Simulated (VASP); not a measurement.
Here is a VASP 6.6.1 calculation.

INCAR

```
ALGO     = Normal         # electronic algorithm
EDIFF    = 1E-6           # SCF threshold, eV
ENCUT    = 520            # plane-wave cutoff, eV
GGA      = PE             # functional
ISIF     = 2              # what is computed and relaxed
ISMEAR   = -1             # smearing method
LASPH    = T              # aspherical terms in the spheres
LCHARG   = F              # write CHGCAR
LREAL    = F              # projectors in reciprocal space
LWAVE    = F              # write WAVECAR
NBANDS   = 16             # bands
NELM     = 100            # most SCF steps
PREC     = Accurate       # precision mode
SIGMA    = 0.05           # smearing width, eV
```

The input KPOINTS:

```
k-points
0
Gamma
  12 12 12
```

Contents of POSCAR:

```
GaAs
1.0
    0.0000000000      2.8721967114      2.8721967114
    2.8721967114      0.0000000000      2.8721967114
    2.8721967114      2.8721967114      0.0000000000
Ga As
1 1
Direct
    0.0000000000      0.0000000000      0.0000000000
    0.2500000000      0.2500000000      0.2500000000
```

Potentials or basis: VASP PAW PBE potentials, release 64 (Ga_d, As).

Launch:

```sh
$ cat potpaw_PBE.64/Ga_d/POTCAR potpaw_PBE.64/As/POTCAR > POTCAR
$ mpirun -np 1 vasp_std > vasp.out
```

Question: Predict the band gap on the k mesh.

Answer: 0.17 eV, direct.

Question: Estimate the pressure.

Answer: 0.2 GPa.
